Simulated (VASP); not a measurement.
# SiO2 (P6_322) in VASP: single point with PBE

Aim: the single point of SiO2 with PBE.

Program: VASP 6.6.1. These are calculated values, not measurements. Logs are shortened: lines on timing, memory, paths and dates and some standing lists are left out, and cuts for length are marked.

## Step 1: The cell of the first run

Symmetry: P6_322, No. 182, hexagonal system. The conventional cell has a = 5.327 Å, b = 5.327 Å, c = 8.697 Å, α = 90.00°, β = 90.00°, γ = 120.00°. Within 2.2 Å of Si (site symmetry 3) lie 4 O at 1.63 Å. O (site symmetry 2) has 2 Si at 1.63 Å within 2.2 Å. Within 2.2 Å of O (site symmetry 32) lie 2 Si at 1.63 Å.

## Step 2: Single point, PBE

INCAR

```
SYSTEM = SiO2
PREC = Accurate
ENCUT = 520
EDIFF = 1E-6
ISMEAR = 0
SIGMA = 0.02
LREAL = .False.
LASPH = .True.
NELM = 60
ALGO = Normal
ISIF = 2
LWAVE = .False.
LCHARG = .False.
GGA = PE
NELECT = 65.0
NBANDS = 44
```

KPOINTS

```
Automatic mesh
0
Gamma
  6 6 4
  0 0 0
```

POSCAR

```
SiO2
1.0
    5.3271204658      0.0000000000      0.0000000000
   -2.6635602329      4.6134216524      0.0000000000
    0.0000000000      0.0000000000      8.6969758317
Si O
4 8
Direct
    0.6666666667      0.3333333333      0.9375219304
    0.6666666667      0.3333333333      0.5624780696
    0.3333333333      0.6666666667      0.0624780696
    0.3333333333      0.6666666667      0.4375219304
    0.0000000000      0.4987543761      0.0000000000
    0.4987543761      0.4987543761      0.5000000000
    0.5012456239      0.0000000000      0.5000000000
    0.5012456239      0.5012456239      0.0000000000
    0.0000000000      0.5012456239      0.5000000000
    0.6666666667      0.3333333333      0.7500000000
    0.3333333333      0.6666666667      0.2500000000
    0.4987543761      0.0000000000      0.0000000000
```

Potentials or basis: VASP PAW PBE potentials, release 64 (Si, O).

Command:

```
cat potpaw_PBE.64/Si/POTCAR potpaw_PBE.64/O/POTCAR > POTCAR
mpirun -np 1 vasp_std > vasp.out
```

OUTCAR:

```text
SYSTEM = SiO2
   PREC = Accurate
   ENCUT = 520
   EDIFF = 1E-6
   ISMEAR = 0
   LREAL = .False.
   LASPH = .True.
   NELM = 60
   ISIF = 2
   GGA = PE
   NELECT = 65.0

 ion  position               nearest neighbor table
   1  0.667  0.333  0.938-  10 1.63   5 1.63  12 1.63   8 1.63
   2  0.667  0.333  0.562-  10 1.63   7 1.63   9 1.63   6 1.63
   3  0.333  0.667  0.062-  11 1.63  12 1.63   5 1.63   8 1.63
   4  0.333  0.667  0.438-  11 1.63   9 1.63   7 1.63   6 1.63
   5  0.000  0.499  0.000-   1 1.63   3 1.63
   6  0.499  0.499  0.500-   4 1.63   2 1.63
   7  0.501  0.000  0.500-   2 1.63   4 1.63
   8  0.501  0.501  0.000-   1 1.63   3 1.63
   9  0.000  0.501  0.500-   4 1.63   2 1.63
  10  0.667  0.333  0.750-   1 1.63   2 1.63
  11  0.333  0.667  0.250-   3 1.63   4 1.63
  12  0.499  0.000  0.000-   3 1.63   1 1.63

  LATTYP: Found a hexagonal cell.
 ALAT       =     5.3271204658
 C/A-ratio  =     1.6325847871

  Lattice vectors:

 A1 = (   5.3271204658,   0.0000000000,   0.0000000000)
 A2 = (  -2.6635602329,   4.6134216524,   0.0000000000)
 A3 = (   0.0000000000,   0.0000000000,   8.6969758317)

Analysis of symmetry for initial positions (statically):
=====================================================================
 Subroutine PRICEL returns:
 Original cell was already a primitive cell.

 Routine SETGRP: Setting up the symmetry group for a
 hexagonal supercell.

 Subroutine GETGRP returns: Found 12 space group operations
 (whereof  6 operations were pure point group operations)
 out of a pool of 24 trial point group operations.

The static configuration has the point symmetry D_3 .
 The point group associated with its full space group is D_6 .

Analysis of symmetry for dynamics (positions and initial velocities):
=====================================================================
 Subroutine PRICEL returns:
 Original cell was already a primitive cell.

 Routine SETGRP: Setting up the symmetry group for a
 hexagonal supercell.

 Subroutine GETGRP returns: Found 12 space group operations
 (whereof  6 operations were pure point group operations)
 out of a pool of 24 trial point group operations.

The dynamic configuration has the point symmetry D_3 .
 The point group associated with its full space group is D_6 .

 Subroutine INISYM returns: Found 12 space group operations
 (whereof  6 operations are pure point group operations),
 and found     1 'primitive' translations

[... 120 lines left out ...]
   PSTRESS=    0.0 pullay stress
   NELECT =      65.0000    total number of electrons
   NUPDOWN=      -1.0000    fix difference up-down
   EMIN   =  10.00;   EMAX   =-10.00  energy-range for DOS
   EFERMI =   0.00;   METHOD = LEGACY
   ISMEAR =     0;   SIGMA  =   0.02  broadening in eV -4-tet -1-fermi 0-gaus
   EFERMI_NEDOS =   21; number of points for ismear=-14 and -15
   IALGO  =     38    algorithm
   IMIX   =      4    mixing-type and parameters
     AMIX     =   0.40;   BMIX     =  1.00
     AMIX_MAG =   1.60;   BMIX_MAG =  1.00
  volume/ion in A,a.u.               =      17.81       120.20
  Fermi-wavevector in a.u.,A,eV,Ry     =   1.100909  2.080416 16.490261  1.212000
  Thomas-Fermi vector in A             =   2.237327
   LORBIT       =      0    0 simple, 1 ext, 2 COOP (PROOUT), +10 PAW based schemes
   GGA     = PE    functional components
   LHFCALC =     F    Hartree Fock is set to
   AEXX    =    0.0000 exact exchange contribution
   IVDW    =     0    specifies the selected vdW correction
   LEPSILON=     F    determine dielectric tensor
   LRPA    =     F    only Hartree local field effects (RPA)
 non-spin polarized calculation
 Gauss-broadening in eV      SIGMA  =   0.02
  energy-cutoff  :      520.00
  volume of cell :      213.74
 maximum number of plane-waves:      5778
 NGX is ok and might be reduce to    40
   NGX = 19   NGY = 19   NGZ = 33

 number of electron      64.9999988 magnetization

 Free energy of the ion-electron system (eV)
  ---------------------------------------------------
  ext. energy  EPLUGINS =         0.00000000
  ---------------------------------------------------
  free energy    TOTEN  =       -89.99373781 eV

  energy without entropy =      -89.99352458  energy(sigma->0) =      -89.99363119

 E-fermi :   5.1356     XC(G=0):  -7.7126

 val. band max:        4.9447094220   @ k =   0.3333   0.0000   0.2500
 cond. band min:       5.1375486992   @ k =   0.0000   0.0000   0.2500
 fundamental gap:      0.1928392772
 Fermi energy:         5.1356017735

 k-point     1 :       0.0000    0.0000    0.0000
  band No.  band energies     occupation
      1     -20.4430      2.00000
      2     -20.0575      2.00000
      3     -19.1438      2.00000
      4     -18.5430      2.00000
      5     -18.5430      2.00000
      6     -18.5310      2.00000
[... 976 lines left out ...]
     43       9.5416      0.00000
     44       9.5475      0.00000

------------------------ aborting loop because EDIFF is reached ----------------------------------------

  FORCE on cell =-STRESS in cart. coord.  units (eV):
  Direction    XX          YY          ZZ          XY          YZ          ZX
  --------------------------------------------------------------------------------------
  -------------------------------------------------------------------------------------
  Total        4.6105007      4.6105007      4.7213282      0.0000000      0.0000000      0.0000000
  in kB       34.5600801     34.5600801     35.3908375      0.0000000      0.0000000      0.0000000
  external PRESSURE =      34.8369993 kB  Pullay stress =       0.0000000 kB

 VOLUME and BASIS-vectors are now :
 -----------------------------------------------------------------------------
  energy-cutoff  :      520.00
  volume of cell :      213.74
      direct lattice vectors                 reciprocal lattice vectors
     5.327120466  0.000000000  0.000000000     0.187718676  0.108379428  0.000000000
    -2.663560233  4.613421652  0.000000000     0.000000000  0.216758856  0.000000000
     0.000000000  0.000000000  8.696975832     0.000000000  0.000000000  0.114982497

 POSITION                                       TOTAL-FORCE (eV/Angst)
 -----------------------------------------------------------------------------------
      2.66356      1.53781      8.15361        -0.000000      0.000000     -0.029175
      2.66356      1.53781      4.89186        -0.000000      0.000000      0.029175
     -0.00000      3.07561      0.54337        -0.000000      0.000000      0.029175
     -0.00000      3.07561      3.80512        -0.000000      0.000000     -0.029175
     -1.32846      2.30096      0.00000         0.000232     -0.000402     -0.000000
      1.32846      2.30096      4.34849        -0.000232     -0.000402     -0.000000
      2.67020      0.00000      4.34849         0.000464      0.000000     -0.000000
      1.33510      2.31246      0.00000         0.000232      0.000402     -0.000000
     -1.33510      2.31246      4.34849        -0.000232      0.000402     -0.000000
      2.66356      1.53781      6.52273        -0.000000      0.000000     -0.000000
     -0.00000      3.07561      2.17424        -0.000000      0.000000     -0.000000
      2.65692      0.00000      0.00000        -0.000464      0.000000     -0.000000
 -----------------------------------------------------------------------------------
    total drift:                                0.000000     -0.000000      0.000000

  FREE ENERGIE OF THE ION-ELECTRON SYSTEM (eV)
  ---------------------------------------------------
  free  energy   TOTEN  =       -89.9937378064 eV

  energy  without entropy=      -89.9935245792  energy(sigma->0) =      -89.99363119
```

OSZICAR:

```text
N       E                     dE             d eps       ncg     rms          rms(c)
DAV:   1     0.463248036883E+03    0.46325E+03   -0.31841E+04  1848   0.130E+03
DAV:   2    -0.607836547051E+02   -0.52403E+03   -0.50621E+03  2384   0.310E+02
DAV:   3    -0.103757674242E+03   -0.42974E+02   -0.42695E+02  2280   0.963E+01
DAV:   4    -0.104435466181E+03   -0.67779E+00   -0.67612E+00  2256   0.131E+01
DAV:   5    -0.104448756942E+03   -0.13291E-01   -0.13281E-01  2264   0.179E+00    0.293E+01
DAV:   6    -0.899834578534E+02    0.14465E+02   -0.59221E+01  2100   0.344E+01    0.134E+01
DAV:   7    -0.900280388071E+02   -0.44581E-01   -0.17993E+00  2260   0.529E+00    0.491E+00
DAV:   8    -0.899933178861E+02    0.34721E-01   -0.83025E-02  2232   0.164E+00    0.196E+00
DAV:   9    -0.899923822805E+02    0.93561E-03   -0.46111E-02  2264   0.117E+00    0.426E-01
DAV:  10    -0.899936164310E+02   -0.12342E-02   -0.32831E-03  2124   0.251E-01    0.144E-01
DAV:  11    -0.899937129106E+02   -0.96480E-04   -0.13723E-03  2104   0.188E-01    0.328E-02
DAV:  12    -0.899937281358E+02   -0.15225E-04   -0.96916E-05  2168   0.487E-02    0.166E-02
DAV:  13    -0.899937373652E+02   -0.92294E-05   -0.16577E-05  2064   0.146E-02    0.704E-03
DAV:  14    -0.899937378064E+02   -0.44120E-06   -0.39354E-06  1812   0.885E-03
   1 F= -.89993738E+02 E0= -.89993631E+02  d E =-.213227E-03
```

stdout:

```text
POSCAR found type information on POSCAR SiO
 POSCAR found :  2 types and      12 ions
 scaLAPACK will be used
 LDA part: xc-table for (Slater+PW92), standard interpolation
 POSCAR, INCAR and KPOINTS ok, starting setup
 FFT: planning ... GRIDC
 FFT: planning ... GRID_SOFT
 FFT: planning ... GRID
 WAVECAR not read
 entering main loop
 the old and the new charge density differ
 old charge density:    64.00000 new   65.00000
    0.293E+01
```

Run time: 1.8 min. Hardware: 1 thread of AMD EPYC 9R45 (Zen 5), shared host; peak memory 0.36 GiB.

Results:

```
Free energy   : -89.9937 eV
Largest force : 0.029 eV/Å
```

Forces on the atoms (eV/Å):
```
Si   0.000  0.000 -0.029
Si   0.000  0.000  0.029
Si   0.000  0.000  0.029
Si   0.000  0.000 -0.029
O    0.000  0.000  0.000
O    0.000  0.000  0.000
O    0.000  0.000  0.000
O    0.000  0.000  0.000
O    0.000  0.000  0.000
O    0.000  0.000  0.000
O    0.000  0.000  0.000
O    0.000  0.000  0.000
```

Caveat: the cell carries a net charge on a neutralising background, which shifts energy and pressure; the cell is charged against a uniform background, so pressure and absolute levels hang on convention; an odd number of electrons without spin polarisation forces a metal; a magnetic or distorted state may lie lower.
